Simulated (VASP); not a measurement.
# PrHRh3 (P6/mmm) in VASP: single point with PBE

Aim: the single point of PrHRh3 with PBE.

Everything below comes from runs of VASP 6.6.1. Logs are shortened: lines on timing, memory, paths and dates and some standing lists are left out, and cuts for length are marked.

## Step 1: The cell of the first run

Symmetry: P6/mmm, No. 191, hexagonal system. Conventional cell: a = 5.327 Å, b = 5.327 Å, c = 6.228 Å, α = 90.00°, β = 90.00°, γ = 120.00°. Within 4.0 Å of Pr (site symmetry 6/mmm) lie 12 Rh at 3.06 Å and 6 H at 3.08 Å and 2 Pr at 3.11 Å. Pr (site symmetry 6/mmm) has 12 Rh at 3.11 Å and 2 Pr at 3.11 Å within 4.1 Å. Within 2.9 Å of H (site symmetry -6m2) lie 6 Rh at 2.16 Å. Within 2.9 Å of Rh (site symmetry 2mm) lie 2 H at 2.16 Å and 4 Rh at 2.66 Å.

The cell was generated, and may not be a known phase.

## Step 2: Single point, PBE

INCAR

```
PREC = Accurate ; ENCUT = 500
EDIFF = 1E-6 ; ISMEAR = 0
SIGMA = 0.2 ; LREAL = False
LASPH = True ; NELM = 200
ALGO = Normal ; ISIF = 2
LWAVE = False ; LCHARG = False
GGA = PE ; NBANDS = 68
GGA_COMPAT = False ; LMAXMIX = 6
```

KPOINTS

```
Automatic mesh
0
Gamma
  4 4 3
```

POSCAR

```
PrHRh3
1.0
    5.3266679130      0.0000000000      0.0000000000
   -2.6633339565      4.6130297302      0.0000000000
    0.0000000000      0.0000000000      6.2284203373
Pr H Rh
2 2 6
Direct
    0.0000000000      0.0000000000      0.5000000000
    0.0000000000      0.0000000000      0.0000000000
    0.6666666667      0.3333333333      0.5000000000
    0.3333333333      0.6666666667      0.5000000000
    0.5000000000      0.5000000000      0.7430643468
    0.0000000000      0.5000000000      0.7430643468
    0.5000000000      0.0000000000      0.7430643468
    0.0000000000      0.5000000000      0.2569356532
    0.5000000000      0.5000000000      0.2569356532
    0.5000000000      0.0000000000      0.2569356532
```

Potentials or basis: VASP PAW PBE potentials, release 64 (Pr_3, H, Rh_pv), 4f in core.

Launch:

```sh
> cat potpaw_PBE.64/Pr_3/POTCAR potpaw_PBE.64/H/POTCAR potpaw_PBE.64/Rh_pv/POTCAR > POTCAR
> mpirun -np 1 vasp_std > vasp.out
```

OUTCAR:

```text
PREC = Accurate
   ENCUT = 500
   EDIFF = 1E-6
   ISMEAR = 0
   LREAL = False
   LASPH = True
   NELM = 200
   ISIF = 2
   GGA = PE

 ion  position               nearest neighbor table
   1  0.000  0.000  0.500-   7 3.06  10 3.06   7 3.06  10 3.06   9 3.06   6 3.06   6 3.06   8 3.06
                             5 3.06   8 3.06   5 3.06   9 3.06   2 3.11   2 3.11
   2  0.000  0.000  0.000-   7 3.11  10 3.11   7 3.11  10 3.11   9 3.11   6 3.11   6 3.11   8 3.11
                             5 3.11   8 3.11   5 3.11   9 3.11   1 3.11   1 3.11
   3  0.667  0.333  0.500-
   4  0.333  0.667  0.500-
   5  0.500  0.500  0.743-   6 2.66   6 2.66   7 2.66   7 2.66   9 3.03   1 3.06   1 3.06   2 3.11
                             2 3.11   9 3.20
   6  0.000  0.500  0.743-   5 2.66   5 2.66   7 2.66   7 2.66   8 3.03   1 3.06   1 3.06   2 3.11
                             2 3.11   8 3.20
   7  0.500  0.000  0.743-   5 2.66   6 2.66   5 2.66   6 2.66  10 3.03   1 3.06   1 3.06   2 3.11
                             2 3.11  10 3.20
   8  0.000  0.500  0.257-   9 2.66   9 2.66  10 2.66  10 2.66   6 3.03   1 3.06   1 3.06   2 3.11
                             2 3.11   6 3.20
   9  0.500  0.500  0.257-   8 2.66   8 2.66  10 2.66  10 2.66   5 3.03   1 3.06   1 3.06   2 3.11
                             2 3.11   5 3.20
  10  0.500  0.000  0.257-   8 2.66   9 2.66   9 2.66   8 2.66   7 3.03   1 3.06   1 3.06   2 3.11
                             2 3.11   7 3.20

  LATTYP: Found a hexagonal cell.
 ALAT       =     5.3266679130
 C/A-ratio  =     1.1692901527

  Lattice vectors:

 A1 = (   5.3266679130,   0.0000000000,   0.0000000000)
 A2 = (  -2.6633339565,   4.6130297302,   0.0000000000)
 A3 = (   0.0000000000,   0.0000000000,   6.2284203373)

Analysis of symmetry for initial positions (statically):
=====================================================================
 Subroutine PRICEL returns:
 Original cell was already a primitive cell.

 Routine SETGRP: Setting up the symmetry group for a
 hexagonal supercell.

 Subroutine GETGRP returns: Found 24 space group operations
 (whereof 24 operations were pure point group operations)
 out of a pool of 24 trial point group operations.

The static configuration has the point symmetry D_6h.

Analysis of symmetry for dynamics (positions and initial velocities):
=====================================================================
 Subroutine PRICEL returns:
 Original cell was already a primitive cell.

 Routine SETGRP: Setting up the symmetry group for a
 hexagonal supercell.

 Subroutine GETGRP returns: Found 24 space group operations
 (whereof 24 operations were pure point group operations)
 out of a pool of 24 trial point group operations.

The dynamic configuration has the point symmetry D_6h.

 Subroutine INISYM returns: Found 24 space group operations
 (whereof 24 operations are pure point group operations),
 and found     1 'primitive' translations

----------------------------------------------------------------------------------------

                                     Primitive cell

  volume of cell :     153.0452

  direct lattice vectors                    reciprocal lattice vectors
     5.326667913  0.000000000  0.000000000     0.187734624  0.108388636  0.000000000
    -2.663333956  4.613029730  0.000000000     0.000000000  0.216777272  0.000000000
     0.000000000  0.000000000  6.228420337     0.000000000  0.000000000  0.160554353

  length of vectors
     5.326667913  5.326667913  6.228420337     0.216777272  0.216777272  0.160554353

  position of ions in fractional coordinates (direct lattice)
     0.000000000  0.000000000  0.500000000
     0.000000000  0.000000000  0.000000000
     0.666666667  0.333333333  0.500000000
     0.333333333  0.666666667  0.500000000
     0.500000000  0.500000000  0.743064347
     0.000000000  0.500000000  0.743064347
     0.500000000  0.000000000  0.743064347
     0.000000000  0.500000000  0.256935653
     0.500000000  0.500000000  0.256935653
     0.500000000  0.000000000  0.256935653

  ion indices of the primitive-cell ions
   primitive index   ion index
                 1           1
                 2           2
                 3           3
                 4           4
                 5           5
                 6           6
                 7           7
                 8           8
                 9           9
                10          10

----------------------------------------------------------------------------------------

 KPOINTS: Automatic mesh

Automatic generation of k-mesh.
 Grid dimensions read from file:
 generate k-points for:    4    4    3

 Generating k-lattice:

  Cartesian coordinates                     Fractional coordinates (reciprocal lattice)
     0.046933656  0.027097159  0.000000000     0.250000000  0.000000000  0.000000000
     0.000000000  0.054194318  0.000000000     0.000000000  0.250000000  0.000000000
     0.000000000  0.000000000  0.053518118     0.000000000  0.000000000  0.333333333

  Length of vectors
     0.054194318  0.054194318  0.053518118

  Shift w.r.t. Gamma in fractional coordinates (k-lattice)
     0.000000000  0.000000000  0.000000000

 Subroutine IBZKPT returns following result:
 ===========================================

 Found      8 irreducible k-points:

 Following reciprocal coordinates:
            Coordinates               Weight
  0.000000  0.000000  0.000000      1.000000
  0.250000 -0.000000  0.000000      6.000000
  0.500000 -0.000000  0.000000      3.000000
  0.250000  0.250000  0.000000      6.000000
  0.000000  0.000000  0.333333      2.000000
  0.250000 -0.000000  0.333333     12.000000
  0.500000 -0.000000  0.333333      6.000000
  0.250000  0.250000  0.333333     12.000000
   k-points           NKPTS =      8   k-points in BZ     NKDIM =      8   number of bands    NBANDS=     68
   number of dos      NEDOS =    301   number of ions     NIONS =     10
   total plane-waves  NPLWV =  76800
   dimension x,y,z NGX =    40 NGY =   40 NGZ =   48
   dimension x,y,z NGXF=    80 NGYF=   80 NGZF=   96
   ions per type =               2   2   6
   NGX,Y,Z   is equivalent  to a cutoff of  12.48, 12.48, 12.81 a.u.
   NGXF,Y,Z  is equivalent  to a cutoff of  24.97, 24.97, 25.62 a.u.
 SYSTEM =  unknown system
   PREC   = accura    normal or accurate (medium, high low for compatibility)
   ISTART =      0    job   : 0-new  1-cont  2-samecut
   ICHARG =      2    charge: 1-file 2-atom 10-const
   ISPIN  =      1    spin polarized calculation?
   LNONCOLLINEAR =      F non collinear calculations
   LSORBIT =      F    spin-orbit coupling
   LASPH  =      T    aspherical Exc in radial PAW
   ENCUT  =  500.0 eV  36.75 Ry    6.06 a.u.   9.71  9.71 11.36*2*pi/ulx,y,z
   NELM   =    200;   NELMIN=  2; NELMDL= -5     # of ELM steps
   EDIFF  = 0.1E-05   stopping-criterion for ELM
   LREAL  =      F    real-space projection
   EDIFFG = 0.1E-04   stopping-criterion for IOM
   NSW    =      0    number of steps for IOM
   IBRION =     -1    ionic relax: 0-MD 1-quasi-New 2-CG
   NFREE  =      0    steps in history (QN), initial steepest desc. (CG)
   ISIF   =      2    stress and relaxation
   ISYM   =      2    0-nonsym 1-usesym 2-fastsym
   POTIM  = 0.5000    time-step for ionic-motion
   TEBEG  =    0.0;   TEEND  =   0.0 temperature during run
   PSTRESS=    0.0 pullay stress
   NELECT =     114.0000    total number of electrons
   NUPDOWN=      -1.0000    fix difference up-down
   EMIN   =  10.00;   EMAX   =-10.00  energy-range for DOS
   EFERMI =   0.00;   METHOD = LEGACY
   ISMEAR =     0;   SIGMA  =   0.20  broadening in eV -4-tet -1-fermi 0-gaus
   EFERMI_NEDOS =   21; number of points for ismear=-14 and -15
   IALGO  =     38    algorithm
   IMIX   =      4    mixing-type and parameters
     AMIX     =   0.40;   BMIX     =  1.00
     AMIX_MAG =   1.60;   BMIX_MAG =  1.00
  volume/ion in A,a.u.               =      15.30       103.28
  Fermi-wavevector in a.u.,A,eV,Ry     =   1.484009  2.804370 29.963873  2.202283
  Thomas-Fermi vector in A             =   2.597599
   LORBIT       =      0    0 simple, 1 ext, 2 COOP (PROOUT), +10 PAW based schemes
   GGA     = PE    functional components
   LHFCALC =     F    Hartree Fock is set to
   AEXX    =    0.0000 exact exchange contribution
   IVDW    =     0    specifies the selected vdW correction
   LEPSILON=     F    determine dielectric tensor
   LRPA    =     F    only Hartree local field effects (RPA)
 non-spin polarized calculation
 Gauss-broadening in eV      SIGMA  =   0.20
  energy-cutoff  :      500.00
  volume of cell :      153.05
 maximum number of plane-waves:      3922
 NGX is ok and might be reduce to    40
   NGX = 19   NGY = 19   NGZ = 23

 number of electron     114.0000037 magnetization

 Free energy of the ion-electron system (eV)
  ---------------------------------------------------
  ext. energy  EPLUGINS =         0.00000000
  ---------------------------------------------------
  free energy    TOTEN  =       -59.98831407 eV

  energy without entropy =      -59.72978265  energy(sigma->0) =      -59.85904836

 E-fermi :   7.6727     XC(G=0): -12.2542

 val. band max:        7.6577830950   @ k =   0.2500   0.2500   0.0000
 cond. band min:       7.6940666815   @ k =   0.2500   0.2500   0.0000
 fundamental gap:      0.0362835865
 Fermi energy:         7.6727187575

 k-point     1 :       0.0000    0.0000    0.0000
  band No.  band energies     occupation
      1     -38.5571      2.00000
      2     -38.5454      2.00000
      3     -38.3111      2.00000
      4     -38.3111      2.00000
      5     -38.3015      2.00000
      6     -38.3015      2.00000
[... 60 lines left out ...]
     67      11.2389      0.00000
     68      11.4767      0.00000
[... 495 lines left out ...]
     67      11.1206      0.00000
     68      11.9029      0.00000

------------------------ aborting loop because EDIFF is reached ----------------------------------------

  FORCE on cell =-STRESS in cart. coord.  units (eV):
  Direction    XX          YY          ZZ          XY          YZ          ZX
  --------------------------------------------------------------------------------------
  -------------------------------------------------------------------------------------
  Total        0.3180712      0.3180712      0.2133813      0.0000000     -0.0000000      0.0000000
  in kB        3.3297774      3.3297774      2.2338145      0.0000000     -0.0000000      0.0000000
  external PRESSURE =       2.9644565 kB  Pullay stress =       0.0000000 kB

 VOLUME and BASIS-vectors are now :
 -----------------------------------------------------------------------------
  energy-cutoff  :      500.00
  volume of cell :      153.05
      direct lattice vectors                 reciprocal lattice vectors
     5.326667913  0.000000000  0.000000000     0.187734624  0.108388636  0.000000000
    -2.663333956  4.613029730  0.000000000     0.000000000  0.216777272  0.000000000
     0.000000000  0.000000000  6.228420337     0.000000000  0.000000000  0.160554353

 POSITION                                       TOTAL-FORCE (eV/Angst)
 -----------------------------------------------------------------------------------
      0.00000      0.00000      3.11421         0.000000     -0.000000      0.000000
      0.00000      0.00000      0.00000         0.000000     -0.000000      0.000000
      2.66333      1.53768      3.11421         0.000000     -0.000000      0.000000
     -0.00000      3.07535      3.11421         0.000000     -0.000000      0.000000
      1.33167      2.30651      4.62812         0.000000     -0.000000     -0.007578
     -1.33167      2.30651      4.62812        -0.000000     -0.000000     -0.007578
      2.66333      0.00000      4.62812         0.000000      0.000000     -0.007578
     -1.33167      2.30651      1.60030         0.000000      0.000000      0.007578
      1.33167      2.30651      1.60030        -0.000000      0.000000      0.007578
      2.66333      0.00000      1.60030        -0.000000     -0.000000      0.007578
 -----------------------------------------------------------------------------------
    total drift:                               -0.000000      0.000000      0.000000

  FREE ENERGIE OF THE ION-ELECTRON SYSTEM (eV)
  ---------------------------------------------------
  free  energy   TOTEN  =       -59.9883140699 eV

  energy  without entropy=      -59.7297826473  energy(sigma->0) =      -59.85904836
```

It took 2.3 min on 1 thread of Intel Xeon Platinum 8375C at 2.90GHz (Ice Lake), shared host; peak memory 0.29 GiB.

What came out:

```
Free energy            : -59.9883 eV
Pressure               : 0.3 GPa
Largest force          : 0.008 eV/Å
Band gap on the k mesh : zero (bands 57 and 58 overlap by 0.44 eV)
```

Forces on the atoms (eV/Å):
```
Pr   0.000  0.000  0.000
Pr   0.000  0.000  0.000
H    0.000  0.000  0.000
H    0.000  0.000  0.000
Rh   0.000  0.000 -0.008
Rh   0.000  0.000 -0.008
Rh   0.000  0.000 -0.008
Rh   0.000  0.000  0.008
Rh   0.000  0.000  0.008
Rh   0.000  0.000  0.008
```

Caveat: spin-orbit coupling is left out, which moves the levels of the heavy elements; the 4f electrons are frozen in the core, so they carry no moment and show no levels. Spin polarisation is off, so any magnetic state and its effect on volume and gap are missing.

The gap in the log of VASP goes by the Fermi energy; the results here count the filled bands.